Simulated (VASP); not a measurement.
The system is ZrO2.

```
Zr O
1.0
     0.00000    2.54471    2.54471
     2.54471    0.00000    2.54471
     2.54471    2.54471    0.00000
Zr O
1 2
Direct
  0.00000 0.00000 0.00000
  0.25000 0.25000 0.25000
  0.75000 0.75000 0.75000
```

Base run:

```yaml
Program: VASP 6.6.1
Functional: PBE
Potentials_or_basis: VASP PAW PBE potentials, release 64 (Zr_sv, O)
Cutoff: 600 eV
k_mesh: 6 × 6 × 6
Occupations: gaussian, width 0.01 eV
Spin: no spin polarisation
```

Its results: band gap on the k mesh 3.35 eV (least direct gap 3.80 eV); pressure 3.9 GPa.

Task: The run is repeated on the same cell with these changes: functional from PBE to r2SCAN; cutoff from 600 eV to 660 eV. What comes out?

Result: Band gap on the k mesh 3.87 eV (least direct gap 4.28 eV); pressure 0.0 GPa.

Caveats: the cell stands under pressure (at least some runs); the PAW data sets were made with another functional, which shifts forces and pressure a little (at least some runs).

A k mesh can miss the band edges.
